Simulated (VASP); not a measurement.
Wanted: the native input for a VASP 6.6.1 run.

```
Task                   : relaxation of cell and atoms
Functional             : PBE
Potentials or basis    : VASP PAW PBE potentials, release 64 (W_sv)
Cutoff                 : 600 eV
k mesh                 : 18 × 18 × 18
Occupations            : gaussian, width 0.1 eV
Spin                   : no spin polarisation
Dipole correction      : no
Further INCAR settings : ALGO = Normal; EDIFF = 1e-06; IBRION = 2; EDIFFG = -0.005; NSW = 100; ISIF = 3
```

The structure of W lies in POSCAR:

```
W
1.0
   -1.5799983977      1.5799983977      1.5799983977
    1.5799983977     -1.5799983977      1.5799983977
    1.5799983977      1.5799983977     -1.5799983977
W
1
Direct
    0.0000000000      0.0000000000      0.0000000000
```

The input as run:

INCAR

```
SYSTEM = W
ALGO = Normal
EDIFF = 1E-6
EDIFFG = -0.005
ENCUT = 600
GGA = PE
IBRION = 2
ISIF = 3
ISMEAR = 0
LASPH = .TRUE.
LCHARG = .FALSE.
LREAL = .FALSE.
LWAVE = .FALSE.
NELM = 100
NSW = 100
PREC = Accurate
SIGMA = 0.1
```

KPOINTS

```
k-points
0
G
  18 18 18
  0 0 0
```

Potentials or basis: VASP PAW PBE potentials, release 64 (W_sv).

Command:

```console
$ cat potpaw_PBE.64/W_sv/POTCAR > POTCAR
$ mpirun -np 1 vasp_std > vasp.out
```

It gave:

```
Relaxed volume                         : 16.16 Å³/atom
Relaxed cell                           : a = 2.759 Å, b = 2.759 Å, c = 2.759 Å, α = 109.47°, β = 109.47°, γ = 109.47°
Space group after relaxing (to 0.05 Å) : Im-3m (No. 229)
Energy gained by relaxing              : 9.1 meV/atom
Ionic steps                            : 4
Pressure after relaxing                : 0.0 GPa
Band gap on the k mesh                 : zero (band 7 reaches 16.19 eV, above the bottom of band 8 at 9.97 eV)
```

Caveat: spin-orbit coupling is left out, which moves the levels of the heavy elements.

Wall time 46 s on 1 thread of Intel(R) Xeon(R) Platinum 8559C (Emerald Rapids), on a shared host, peak memory 0.17 GiB.
